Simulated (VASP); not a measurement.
# Ta in VASP: further runs

Runs on Ta. Level: PBE. Tasks: relaxation of cell and atoms, single point.

Everything below comes from runs of VASP 6.6.1. Logs are shortened: lines on timing, memory, paths and dates and some standing lists are left out, and cuts for length are marked.

### 1 The cell of the first run

The structure is cubic, space group Im-3m (No. 229). Conventional cell: a = 3.308 Å, b = 3.308 Å, c = 3.308 Å, α = 90.00°, β = 90.00°, γ = 90.00°. Ta (site symmetry m-3m) has 14 Ta at 2.86 to 3.31 Å within 3.8 Å.

The cell was generated, and may not be a known phase.

### 2 Relaxation of cell and atoms, PBE

INCAR

```
SYSTEM = Ta
ALGO = Normal ; EDIFF = 1E-7
EDIFFG = -0.01 ; ENCUT = 600
GGA = PE ; IBRION = 2
ISIF = 3 ; ISMEAR = 0
LASPH = .True. ; LCHARG = .False.
LREAL = .False. ; LWAVE = .False.
NELM = 60 ; NSW = 100
PREC = Accurate ; SIGMA = 0.1
```

KPOINTS

```
k-points
0
Gamma
  24 24 24
  0 0 0
```

POSCAR

```
Ta
1.0
   -1.6540167601      1.6540167601      1.6540167601
    1.6540167601     -1.6540167601      1.6540167601
    1.6540167601      1.6540167601     -1.6540167601
Ta
1
Direct
    0.0000000000      0.0000000000      0.0000000000
```

Potentials or basis: VASP PAW PBE potentials, release 64 (Ta_pv).

On the command line:

```
$ cat potpaw_PBE.64/Ta_pv/POTCAR > POTCAR
$ mpirun -np 1 vasp_std > vasp.out
```

OUTCAR:

```text
SYSTEM = Ta
   EDIFF = 1E-7
   EDIFFG = -0.01
   ENCUT = 600
   GGA = PE
   IBRION = 2
   ISIF = 3
   ISMEAR = 0
   LASPH = .True.
   LREAL = .False.
   NELM = 60
   NSW = 100
   PREC = Accurate

 ion  position               nearest neighbor table
   1  0.000  0.000  0.000-

  LATTYP: Found a body centered cubic cell.
 ALAT       =     3.3080335202

  Lattice vectors:

 A1 = (  -1.6540167601,   1.6540167601,   1.6540167601)
 A2 = (   1.6540167601,  -1.6540167601,   1.6540167601)
 A3 = (   1.6540167601,   1.6540167601,  -1.6540167601)

Analysis of symmetry for initial positions (statically):
=====================================================================
 Subroutine PRICEL returns:
 Original cell was already a primitive cell.

 Routine SETGRP: Setting up the symmetry group for a
 body centered cubic supercell.

 Subroutine GETGRP returns: Found 48 space group operations
 (whereof 48 operations were pure point group operations)
 out of a pool of 48 trial point group operations.

The static configuration has the point symmetry O_h .

Analysis of symmetry for dynamics (positions and initial velocities):
=====================================================================
 Subroutine PRICEL returns:
 Original cell was already a primitive cell.

 Routine SETGRP: Setting up the symmetry group for a
 body centered cubic supercell.

 Subroutine GETGRP returns: Found 48 space group operations
 (whereof 48 operations were pure point group operations)
 out of a pool of 48 trial point group operations.

The dynamic configuration has the point symmetry O_h .

 Subroutine INISYM returns: Found 48 space group operations
 (whereof 48 operations are pure point group operations),
 and found     1 'primitive' translations

----------------------------------------------------------------------------------------

                                     Primitive cell

  volume of cell :      18.1000

  direct lattice vectors                    reciprocal lattice vectors
    -1.654016760  1.654016760  1.654016760     0.000000000  0.302294398  0.302294398
     1.654016760 -1.654016760  1.654016760     0.302294398  0.000000000  0.302294398
     1.654016760  1.654016760 -1.654016760     0.302294398  0.302294398  0.000000000

  length of vectors
     2.864841065  2.864841065  2.864841065     0.427508837  0.427508837  0.427508837

  position of ions in fractional coordinates (direct lattice)
     0.000000000  0.000000000  0.000000000

  ion indices of the primitive-cell ions
   primitive index   ion index
                 1           1

----------------------------------------------------------------------------------------

 KPOINTS: k-points

Automatic generation of k-mesh.
 Grid dimensions read from file:
 generate k-points for:   24   24   24

 Generating k-lattice:

  Cartesian coordinates                     Fractional coordinates (reciprocal lattice)
     0.000000000  0.012595600  0.012595600     0.041666667  0.000000000  0.000000000
     0.012595600  0.000000000  0.012595600     0.000000000  0.041666667  0.000000000
     0.012595600  0.012595600  0.000000000     0.000000000  0.000000000  0.041666667

  Length of vectors
     0.017812868  0.017812868  0.017812868

  Shift w.r.t. Gamma in fractional coordinates (k-lattice)
     0.000000000  0.000000000  0.000000000

 Subroutine IBZKPT returns following result:
 ===========================================

 Found    413 irreducible k-points:

 Following reciprocal coordinates:
            Coordinates               Weight
  0.000000  0.000000  0.000000      1.000000
  0.041667  0.000000  0.000000     12.000000
  0.083333  0.000000  0.000000     12.000000
  0.125000  0.000000  0.000000     12.000000
  0.166667  0.000000  0.000000     12.000000
  0.208333  0.000000  0.000000     12.000000
[... 16 lines left out ...]
  0.416667  0.041667  0.000000     48.000000
  0.458333  0.041667  0.000000     48.000000
 [... further k-points ...]
   k-points           NKPTS =    413   k-points in BZ     NKDIM =    413   number of bands    NBANDS=      9
   number of dos      NEDOS =    301   number of ions     NIONS =      1
   total plane-waves  NPLWV =  13824
   dimension x,y,z NGX =    24 NGY =   24 NGZ =   24
   dimension x,y,z NGXF=    48 NGYF=   48 NGZF=   48
   ions per type =               1
   NGX,Y,Z   is equivalent  to a cutoff of  13.93, 13.93, 13.93 a.u.
   NGXF,Y,Z  is equivalent  to a cutoff of  27.85, 27.85, 27.85 a.u.
 SYSTEM =  Ta
   PREC   = accura    normal or accurate (medium, high low for compatibility)
   ISTART =      0    job   : 0-new  1-cont  2-samecut
   ICHARG =      2    charge: 1-file 2-atom 10-const
   ISPIN  =      1    spin polarized calculation?
   LNONCOLLINEAR =      F non collinear calculations
   LSORBIT =      F    spin-orbit coupling
   LASPH  =      T    aspherical Exc in radial PAW
   ENCUT  =  600.0 eV  44.10 Ry    6.64 a.u.   5.72  5.72  5.72*2*pi/ulx,y,z
   NELM   =     60;   NELMIN=  2; NELMDL= -5     # of ELM steps
   EDIFF  = 0.1E-06   stopping-criterion for ELM
   LREAL  =      F    real-space projection
   EDIFFG = -.1E-01   stopping-criterion for IOM
   NSW    =    100    number of steps for IOM
   IBRION =      2    ionic relax: 0-MD 1-quasi-New 2-CG
   NFREE  =      1    steps in history (QN), initial steepest desc. (CG)
   ISIF   =      3    stress and relaxation
   ISYM   =      2    0-nonsym 1-usesym 2-fastsym
   POTIM  = 0.5000    time-step for ionic-motion
   TEBEG  =    0.0;   TEEND  =   0.0 temperature during run
   PSTRESS=    0.0 pullay stress
   NELECT =      11.0000    total number of electrons
   NUPDOWN=      -1.0000    fix difference up-down
   EMIN   =  10.00;   EMAX   =-10.00  energy-range for DOS
   EFERMI =   0.00;   METHOD = LEGACY
   ISMEAR =     0;   SIGMA  =   0.10  broadening in eV -4-tet -1-fermi 0-gaus
   EFERMI_NEDOS =   21; number of points for ismear=-14 and -15
   IALGO  =     38    algorithm
   IMIX   =      4    mixing-type and parameters
     AMIX     =   0.40;   BMIX     =  1.00
     AMIX_MAG =   1.60;   BMIX_MAG =  1.00
  volume/ion in A,a.u.               =      18.10       122.15
  Fermi-wavevector in a.u.,A,eV,Ry     =   1.386689  2.620463 26.162740  1.922907
  Thomas-Fermi vector in A             =   2.510981
   LORBIT       =      0    0 simple, 1 ext, 2 COOP (PROOUT), +10 PAW based schemes
   GGA     = PE    functional components
   LHFCALC =     F    Hartree Fock is set to
   AEXX    =    0.0000 exact exchange contribution
   IVDW    =     0    specifies the selected vdW correction
   LEPSILON=     F    determine dielectric tensor
   LRPA    =     F    only Hartree local field effects (RPA)
 conjugate gradient relaxation of ions
 non-spin polarized calculation
 Gauss-broadening in eV      SIGMA  =   0.10
  energy-cutoff  :      600.00
  volume of cell :       18.10
 maximum number of plane-waves:       622
   NGX = 11   NGY = 11   NGZ = 11

--------------------------------------- Ionic step        1  -------------------------------------------

 number of electron      11.0000002 magnetization

 Free energy of the ion-electron system (eV)
  ---------------------------------------------------
  ext. energy  EPLUGINS =         0.00000000
  ---------------------------------------------------
  free energy    TOTEN  =       -11.81469485 eV

  energy without entropy =      -11.80815047  energy(sigma->0) =      -11.81142266

------------------------ aborting loop because EDIFF is reached ----------------------------------------

  FORCE on cell =-STRESS in cart. coord.  units (eV):
  Direction    XX          YY          ZZ          XY          YZ          ZX
  --------------------------------------------------------------------------------------
  -------------------------------------------------------------------------------------
  Total        0.2350378      0.2350378      0.2350378      0.0000000      0.0000000      0.0000000
  in kB       20.8050387     20.8050387     20.8050387      0.0000000      0.0000000      0.0000000
  external PRESSURE =      20.8050387 kB  Pullay stress =       0.0000000 kB

 VOLUME and BASIS-vectors are now :
 -----------------------------------------------------------------------------
  energy-cutoff  :      600.00
  volume of cell :       18.10
      direct lattice vectors                 reciprocal lattice vectors
    -1.654016760  1.654016760  1.654016760     0.000000000  0.302294398  0.302294398
     1.654016760 -1.654016760  1.654016760     0.302294398  0.000000000  0.302294398
     1.654016760  1.654016760 -1.654016760     0.302294398  0.302294398  0.000000000
[... 36 lines left out ...]
 POSITION                                       TOTAL-FORCE (eV/Angst)
 -----------------------------------------------------------------------------------
      1.67277      1.67277     -1.67277        -0.000000      0.000000      0.000000
 -----------------------------------------------------------------------------------
    total drift:                                0.000000      0.000000     -0.000000

  FREE ENERGIE OF THE ION-ELECTRON SYSTEM (eV)
  ---------------------------------------------------
  free  energy   TOTEN  =       -11.8098633797 eV

  energy  without entropy=      -11.8028227504  energy(sigma->0) =      -11.80634307

--------------------------------------- Ionic step        3  -------------------------------------------

 number of electron      11.0000001 magnetization

 Free energy of the ion-electron system (eV)
  ---------------------------------------------------
  ext. energy  EPLUGINS =         0.00000000
  ---------------------------------------------------
  free energy    TOTEN  =       -11.81590565 eV

  energy without entropy =      -11.80919983  energy(sigma->0) =      -11.81255274

 E-fermi :   5.3546     XC(G=0): -12.5396

 val. band max:        5.3539350377   @ k =  -0.4583   0.4583   0.1250
 cond. band min:       5.3607260370   @ k =   0.3333   0.1667   0.0833
 fundamental gap:      0.0067909993
 Fermi energy:         5.3546267785

 k-point     1 :       0.0000    0.0000    0.0000
  band No.  band energies     occupation
      1     -27.7705      2.00000
      2     -27.7705      2.00000
      3     -27.7705      2.00000
      4      -2.4946      2.00000
      5       6.0964      0.00000
      6       6.0964      0.00000
      7       6.0964      0.00000
      8       9.3153      0.00000
      9       9.3153      0.00000

 k-point     2 :       0.0417    0.0000    0.0000
  band No.  band energies     occupation
      1     -27.7912      2.00000
      2     -27.7769      2.00000
      3     -27.7706      2.00000
      4      -2.4179      2.00000
      5       6.0461      0.00000
      6       6.0831      0.00000
      7       6.1710      0.00000
      8       9.2305      0.00000
      9       9.3152      0.00000
[... 253 lines left out ...]
 k-point    24 :       0.4583    0.0417    0.0000
  band No.  band energies     occupation
      1     -28.8753      2.00000
      2     -28.1363      2.00000
      3     -27.7850      2.00000
      4       1.1096      2.00000
      5       3.8842      2.00000
      6       6.7238      0.00000
      7       9.1660      0.00000
      8      10.2415      0.00000
      9      13.0141      0.00000

 [... further k-points ...]

------------------------ aborting loop because EDIFF is reached ----------------------------------------

  FORCE on cell =-STRESS in cart. coord.  units (eV):
  Direction    XX          YY          ZZ          XY          YZ          ZX
  --------------------------------------------------------------------------------------
  -------------------------------------------------------------------------------------
  Total       -0.0010387     -0.0010387     -0.0010387      0.0000000     -0.0000000      0.0000000
  in kB       -0.0909892     -0.0909892     -0.0909892      0.0000000     -0.0000000      0.0000000
  external PRESSURE =      -0.0909892 kB  Pullay stress =       0.0000000 kB

 VOLUME and BASIS-vectors are now :
 -----------------------------------------------------------------------------
  energy-cutoff  :      600.00
  volume of cell :       18.29
      direct lattice vectors                 reciprocal lattice vectors
    -1.659798091  1.659798091  1.659798091     0.000000000  0.301241460  0.301241460
     1.659798091 -1.659798091  1.659798091     0.301241460  0.000000000  0.301241460
     1.659798091  1.659798091 -1.659798091     0.301241460  0.301241460  0.000000000

 POSITION                                       TOTAL-FORCE (eV/Angst)
 -----------------------------------------------------------------------------------
     -0.00000      0.00000      0.00000        -0.000000     -0.000000     -0.000000
 -----------------------------------------------------------------------------------
    total drift:                               -0.000000      0.000000      0.000000

  FREE ENERGIE OF THE ION-ELECTRON SYSTEM (eV)
  ---------------------------------------------------
  free  energy   TOTEN  =       -11.8159056451 eV

  energy  without entropy=      -11.8091998346  energy(sigma->0) =      -11.81255274

 reached required accuracy - stopping structural energy minimisation
```

Wall time 77 s (1 thread of AMD EPYC 9R45 (Zen 5), shared host); peak memory 0.2 GiB.

Results:

```
Free energy                           : -11.8159 eV
Relaxed volume                        : 18.29 Å³/atom
Relaxed cell                          : a = 2.875 Å, b = 2.875 Å, c = 2.875 Å, α = 109.47°, β = 109.47°, γ = 109.47°
Space group after relaxing (to 0.1 Å) : Im-3m (No. 229)
Energy gained by relaxing             : 1.2 meV/atom
Ionic steps                           : 3
Pressure after relaxing               : 0.0 GPa
Band gap on the k mesh                : zero (an odd number of electrons rules out a gap without spin polarisation)
```

The path:
```csv
step,energy change (eV),largest force (eV/Å),pressure (GPa),volume (Å³)
1,0.0000,0.0000,2.08,18.10
2,0.0048,0.0000,-4.38,18.72
3,-0.0012,0.0000,-0.01,18.29
```

Final structure:
```
Ta
1.0
    -1.65980    1.65980    1.65980
     1.65980   -1.65980    1.65980
     1.65980    1.65980   -1.65980
Ta
1
Direct
  0.00000 0.00000 0.00000
```

Caveat: spin-orbit coupling is left out, which moves the levels of the heavy elements.

(Continued in part 2 of 2.)
